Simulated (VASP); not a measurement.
# B (P6_3/mmc) in VASP: notebook

Runs on B. Level: PBE. Tasks: relaxation of shape and atoms at fixed volume, relaxation of cell and atoms.

Program: VASP 6.6.1. These are calculated values, not measurements. Logs are shortened: lines on timing, memory, paths and dates and some standing lists are left out, and cuts for length are marked.

### Step 1. The cell of the first run

It takes space group P6_3/mmc (No. 194, hexagonal). The conventional cell has a = 2.836 Å, b = 2.836 Å, c = 3.830 Å, α = 90.00°, β = 90.00°, γ = 120.00°. B (site symmetry -6m2) has 5 B at 1.64 to 1.91 Å within 2.2 Å. B (site symmetry -6m2) has 3 B at 1.64 Å within 2.2 Å.

### Step 2. Relaxation of shape and atoms at fixed volume, PBE

INCAR

```
SYSTEM = B
PREC     = Accurate       ! precision mode
ENCUT    = 600            ! plane-wave cutoff, eV
EDIFF    = 1E-6           ! SCF threshold, eV
ISMEAR   = -1             ! smearing method
SIGMA    = 0.05           ! smearing width, eV
LREAL    = .False.        ! projectors in reciprocal space
LASPH    = .True.         ! aspherical terms in the spheres
NELM     = 60             ! most SCF steps
ALGO     = Normal         ! electronic algorithm
ISIF     = 4              ! what is computed and relaxed
LWAVE    = .False.        ! write WAVECAR
LCHARG   = .False.        ! write CHGCAR
GGA      = PE             ! functional
IBRION   = 2              ! ionic algorithm
NSW      = 50             ! ionic steps
EDIFFG   = -0.005         ! ionic threshold
```

KPOINTS

```
regular mesh
0
Gamma
  15 15 5
  0 0 0
```

POSCAR

```
B
1.0
    2.8358440554      0.0000000000      0.0000000000
   -1.4179220277      2.4559129932      0.0000000000
    0.0000000000      0.0000000000      3.8298977681
B
4
Direct
    0.0000000000      0.0000000000      0.2500000000
    0.0000000000      0.0000000000      0.7500000000
    0.3333333333      0.6666666667      0.2500000000
    0.6666666667      0.3333333333      0.7500000000
```

Potentials or basis: VASP PAW PBE potentials, release 64 (B).

Started as:

```console
cat potpaw_PBE.64/B/POTCAR > POTCAR
mpirun -np 1 vasp_std > vasp.out
```

OUTCAR:

```text
SYSTEM = B
   PREC = Accurate
   ENCUT = 600
   EDIFF = 1E-6
   ISMEAR = -1
   LREAL = .False.
   LASPH = .True.
   NELM = 60
   ISIF = 4
   GGA = PE
   IBRION = 2
   NSW = 50
   EDIFFG = -0.005

 ion  position               nearest neighbor table
   1  0.000  0.000  0.250-   3 1.64   3 1.64   3 1.64   2 1.91   2 1.91
   2  0.000  0.000  0.750-   4 1.64   4 1.64   4 1.64   1 1.91   1 1.91
   3  0.333  0.667  0.250-   1 1.64   1 1.64   1 1.64
   4  0.667  0.333  0.750-   2 1.64   2 1.64   2 1.64

  LATTYP: Found a hexagonal cell.
 ALAT       =     2.8358440554
 C/A-ratio  =     1.3505318675

  Lattice vectors:

 A1 = (   2.8358440554,   0.0000000000,   0.0000000000)
 A2 = (  -1.4179220277,   2.4559129932,   0.0000000000)
 A3 = (   0.0000000000,   0.0000000000,   3.8298977681)

Analysis of symmetry for initial positions (statically):
=====================================================================
 Subroutine PRICEL returns:
 Original cell was already a primitive cell.

 Routine SETGRP: Setting up the symmetry group for a
 hexagonal supercell.

 Subroutine GETGRP returns: Found 24 space group operations
 (whereof 12 operations were pure point group operations)
 out of a pool of 24 trial point group operations.

The static configuration has the point symmetry D_3d.
 The point group associated with its full space group is D_6h.

Analysis of symmetry for dynamics (positions and initial velocities):
=====================================================================
 Subroutine PRICEL returns:
 Original cell was already a primitive cell.

 Routine SETGRP: Setting up the symmetry group for a
 hexagonal supercell.

 Subroutine GETGRP returns: Found 24 space group operations
 (whereof 12 operations were pure point group operations)
 out of a pool of 24 trial point group operations.

The dynamic configuration has the point symmetry D_3d.
 The point group associated with its full space group is D_6h.

 Subroutine INISYM returns: Found 24 space group operations
 (whereof 12 operations are pure point group operations),
 and found     1 'primitive' translations

----------------------------------------------------------------------------------------

                                     Primitive cell

  volume of cell :      26.6737

  direct lattice vectors                    reciprocal lattice vectors
[... 103 lines left out ...]
   NUPDOWN=      -1.0000    fix difference up-down
   EMIN   =  10.00;   EMAX   =-10.00  energy-range for DOS
   EFERMI =   0.00;   METHOD = LEGACY
   ISMEAR =    -1;   SIGMA  =   0.05  broadening in eV -4-tet -1-fermi 0-gaus
   EFERMI_NEDOS =   21; number of points for ismear=-14 and -15
   IALGO  =     38    algorithm
   IMIX   =      4    mixing-type and parameters
     AMIX     =   0.40;   BMIX     =  1.00
     AMIX_MAG =   1.60;   BMIX_MAG =  1.00
  volume/ion in A,a.u.               =       6.67        45.00
  Fermi-wavevector in a.u.,A,eV,Ry     =   1.254415  2.370500 21.409527  1.573556
  Thomas-Fermi vector in A             =   2.388221
   LORBIT       =      0    0 simple, 1 ext, 2 COOP (PROOUT), +10 PAW based schemes
   GGA     = PE    functional components
   LHFCALC =     F    Hartree Fock is set to
   AEXX    =    0.0000 exact exchange contribution
   IVDW    =     0    specifies the selected vdW correction
   LEPSILON=     F    determine dielectric tensor
   LRPA    =     F    only Hartree local field effects (RPA)
 conjugate gradient relaxation of ions
 non-spin polarized calculation
  energy-cutoff  :      600.00
  volume of cell :       26.67
 maximum number of plane-waves:       909
 NGX is ok and might be reduce to    24
   NGX = 11   NGY = 11   NGZ = 15

--------------------------------------- Ionic step        1  -------------------------------------------

 number of electron      12.0000001 magnetization

 Free energy of the ion-electron system (eV)
  ---------------------------------------------------
  ext. energy  EPLUGINS =         0.00000000
  ---------------------------------------------------
  free energy    TOTEN  =       -22.71508392 eV

  energy without entropy =      -22.70088842  energy(sigma->0) =      -22.70798617

------------------------ aborting loop because EDIFF is reached ----------------------------------------

  FORCE on cell =-STRESS in cart. coord.  units (eV):
  Direction    XX          YY          ZZ          XY          YZ          ZX
  --------------------------------------------------------------------------------------
  -------------------------------------------------------------------------------------
  Total        8.7364305      8.7364305      2.6907959     -0.0000000      0.0000000      0.0000000
  in kB      524.7616687    524.7616687    161.6251097     -0.0000000      0.0000000      0.0000000
  external PRESSURE =     403.7161490 kB  Pullay stress =       0.0000000 kB
[... 101 lines left out ...]
--------------------------------------- Ionic step        4  -------------------------------------------

 number of electron      12.0000000 magnetization

 Free energy of the ion-electron system (eV)
  ---------------------------------------------------
  ext. energy  EPLUGINS =         0.00000000
  ---------------------------------------------------
  free energy    TOTEN  =       -22.82797132 eV

  energy without entropy =      -22.81820929  energy(sigma->0) =      -22.82309031

 E-fermi :   7.0540     XC(G=0): -12.2032

 val. band max:        7.0421152748   @ k =   0.4667  -0.0000   0.2000
 cond. band min:       7.0591315728   @ k =   0.2000   0.0000   0.2000
 fundamental gap:      0.0170162979
 Fermi energy:         7.0540257894

 k-point     1 :       0.0000    0.0000    0.0000
  band No.  band energies     occupation
      1      -8.8140      2.00000
      2      -1.1426      2.00000
      3       1.1639      2.00000
      4       5.9660      2.00000
      5       5.9660      2.00000
      6       8.1581      0.00000
      7       8.1581      0.00000
      8      14.6984      0.00000
      9      15.2981      0.00000
     10      15.2981      0.00000
[... 287 lines left out ...]
 k-point    24 :       0.4000    0.2000    0.0000
  band No.  band energies     occupation
      1      -4.0260      2.00000
      2      -3.2439      2.00000
      3      -0.1474      2.00000
      4       3.1941      2.00000
      5       4.5359      2.00000
      6       4.9204      2.00000
      7       6.7395      1.99630
      8       7.0051      1.45390
      9      10.2852      0.00000
     10      14.1674      0.00000

 [... further k-points ...]
[... 5 lines left out ...]
  --------------------------------------------------------------------------------------
  -------------------------------------------------------------------------------------
  Total        5.5133022      5.5133022      5.4920919     -0.0000000     -0.0000000      0.0000000
  in kB      331.1615275    331.1615275    329.8875132     -0.0000000     -0.0000000      0.0000000
  external PRESSURE =     330.7368561 kB  Pullay stress =       0.0000000 kB
[... 19 lines left out ...]
  FREE ENERGIE OF THE ION-ELECTRON SYSTEM (eV)
  ---------------------------------------------------
  free  energy   TOTEN  =       -22.8279713208 eV

  energy  without entropy=      -22.8182092918  energy(sigma->0) =      -22.82309031

 reached required accuracy - stopping structural energy minimisation
```

OSZICAR:

```text
N       E                     dE             d eps       ncg     rms          rms(c)
DAV:   1     0.186768764336E+02    0.18677E+02   -0.64045E+03  1620   0.123E+03
DAV:   2    -0.223932991293E+02   -0.41070E+02   -0.39130E+02  2386   0.182E+02
DAV:   3    -0.236837508102E+02   -0.12905E+01   -0.12558E+01  1928   0.281E+01
[... 24 lines left out ...]
       N       E                     dE             d eps       ncg     rms          rms(c)
DAV:   1    -0.228279865706E+02   -0.51820E-04   -0.13054E-03  1754   0.304E-01    0.256E-02
DAV:   2    -0.228279752153E+02    0.11355E-04   -0.26671E-05  1934   0.441E-02    0.139E-02
DAV:   3    -0.228279713709E+02    0.38444E-05   -0.75523E-06  1820   0.185E-02    0.253E-03
DAV:   4    -0.228279713208E+02    0.50105E-07   -0.58283E-07   830   0.625E-03
   4 F= -.22827971E+02 E0= -.22823090E+02  d E =-.112887E+00
```

Wall time 17 s (1 thread of Intel Xeon 6975P-C (Granite Rapids), shared host); peak memory 0.15 GiB.

What came out:

* Free energy: -22.8280 eV
* Energy gained by relaxing: 28.2 meV/atom
* Ionic steps: 4
* Pressure after relaxing: 33.1 GPa
* Band gap on the k mesh: zero (band 6 reaches 8.30 eV, above the bottom of band 7 at 5.56 eV)

Step by step:
```tsv
step	energy change (eV)	largest force (eV/Å)	pressure (GPa)	volume (Å³)
1	0.0000	0.0000	40.37	26.67
2	-0.0936	0.0000	30.82	26.67
3	-0.1129	0.0000	32.94	26.67
4	-0.1129	0.0000	33.07	26.67
```

Final structure:
```
B
1.0
     2.88581    0.00000    0.00000
    -1.44290    2.49918    0.00000
     0.00000    0.00000    3.69843
B
4
Cartesian
  0.0000 0.0000 0.9246
  0.0000 0.0000 2.7738
  0.0000 1.6661 0.9246
  1.4429 0.8331 2.7738
```

Levels at points of the mesh, in eV from the Fermi level:
```
           k point  band 3  band 4  band 5  band 6  band 7  band 8  band 9  band 10
(0.00, 0.00, 0.00)   -5.89   -1.09   -1.09    1.10    1.10    7.64    8.24     8.24
```

### Step 3. Relaxation of cell and atoms, PBE

This run uses another cell than the first one, of 9.75 Å³/atom, 1.462 times its volume.

INCAR

```
PREC = Accurate ; ENCUT = 600
EDIFF = 1E-6 ; ISMEAR = -1
SIGMA = 0.05 ; LREAL = F
LASPH = T ; NELM = 60
ALGO = Normal ; ISIF = 3
LWAVE = F ; LCHARG = F
GGA = PE ; IBRION = 2
NSW = 60 ; EDIFFG = -0.005
```

KPOINTS

```
Automatic mesh
0
Gamma
  15 15 5
```

POSCAR

```
B
1.0
    2.5549950930      0.0000000000      0.0000000000
   -1.2774975465      2.2126906571      0.0000000000
    0.0000000000      0.0000000000      6.8984867512
B
4
Direct
    0.0000000000      0.0000000000      0.2500000000
    0.0000000000      0.0000000000      0.7500000000
    0.3333333333      0.6666666667      0.2500000000
    0.6666666667      0.3333333333      0.7500000000
```

Potentials or basis: VASP PAW PBE potentials, release 64 (B).

Started as:

```console
cat potpaw_PBE.64/B/POTCAR > POTCAR
mpirun -np 1 vasp_std > vasp.out
```

It took 2.8 min on 1 thread of Intel Xeon 6975P-C (Granite Rapids), shared host; peak memory 0.17 GiB.

It converged, with:

| Quantity | Value |
| --- | --- |
| Free energy | -23.2431 eV |
| Relaxed volume | 7.85 Å³/atom |
| Relaxed cell | a = 2.994 Å, b = 2.994 Å, c = 4.044 Å, α = 90.00°, β = 90.00°, γ = 120.00° |
| Space group after relaxing (to 0.05 Å) | P6_3/mmc (No. 194) |
| Energy gained by relaxing | 1155.9 meV/atom |
| Ionic steps | 23 |
| Pressure after relaxing | 0.0 GPa |
| Band gap on the k mesh | zero (band 6 reaches 6.60 eV, above the bottom of band 7 at 3.08 eV) |

Step by step:
```csv
step,energy change (eV),largest force (eV/Å),pressure (GPa),volume (Å³)
1,0.0000,0.0000,69.95,39.00
2,-1.2596,0.0000,-23.58,66.74
3,-3.2088,0.0000,-3.19,52.00
4,-3.2149,0.0000,-1.79,51.49
5,-3.2155,0.0000,-1.02,51.23
6,-3.2298,0.0000,-1.11,50.64
7,-3.2845,0.0000,-1.29,48.86
8,-3.4625,0.0000,-1.62,45.28
9,-4.0556,0.0000,-2.35,38.06
10,-1.8280,0.0000,68.50,23.31
11,-4.2975,0.0000,-1.38,35.67
12,-4.5717,0.0000,9.88,29.53
13,-4.5846,0.0000,4.16,31.59
14,-4.6011,0.0000,6.19,30.74
15,-4.6128,0.0000,4.67,30.60
16,-4.6134,0.0000,4.05,30.53
17,-4.6135,0.0000,4.22,30.55
18,-4.6186,0.0000,2.96,30.80
19,-4.6233,0.0000,-0.47,31.53
20,-4.6234,0.0000,0.07,31.41
21,-4.6234,0.0000,0.15,31.40
22,-4.6235,0.0000,0.11,31.39
23,-4.6235,0.0000,0.05,31.39
```

Final structure:
```
B
1.0
     2.99391    0.00000    0.00000
    -1.49695    2.59280    0.00000
     0.00000    0.00000    4.04373
B
4
Direct
  0.00000 0.00000 0.25000
  0.00000 0.00000 0.75000
  0.33333 0.66667 0.25000
  0.66667 0.33333 0.75000
```

Levels at points of the mesh, in eV from the Fermi level:
| k point | band 3 | band 4 | band 5 | band 6 | band 7 | band 8 | band 9 | band 10 |
| --- | --- | --- | --- | --- | --- | --- | --- | --- |
| (0.00, 0.00, 0.00) | -6.41 | -0.28 | -0.28 | 1.41 | 1.41 | 7.58 | 7.76 | 7.97 |

Caveat: the volume moved by over 15 % at a fixed basis, so the end points are rough; this functional lacks dispersion, which binds the layers, so the pressure and a relaxed spacing across them are unreliable.
